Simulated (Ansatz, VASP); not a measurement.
Si: VASP beside Ansatz

```xyz
2
Lattice="-2.3230 2.3230 1.3021 2.3230 -2.3230 1.3021 2.3230 2.3230 -1.3021" Properties=species:S:1:pos:R:3 pbc="T T T"
Si    0.0000    0.0000    1.3021
Si    2.3230    0.0000    0.6511
```

Alike in both runs: task single point; functional PBE0; k mesh 6 × 6 × 6; occupations fermi-dirac, width 0.05 eV; no spin polarisation.

```csv
,VASP,Ansatz
version,VASP 6.6.1,Ansatz 0.2.0
potentials or method,"VASP PAW PBE potentials, release 64 (Si)",Ansatz PAW
plane-wave cutoff (eV),520,420
valence electrons in the cell,8,8
```

```tsv
	VASP	Ansatz	Ansatz less VASP
gap on the k mesh at the Fermi level (eV)	none	none	-
pressure (GPa)	9.2	9.7	+0.49
traceless stress, the component that is largest in VASP (GPa)	-6.30	-6.40	-0.100
```

A gap of «none» marks a metal or a gap that the smearing closes.

The k mesh is coarse, so the values compare programs but aren't converged.
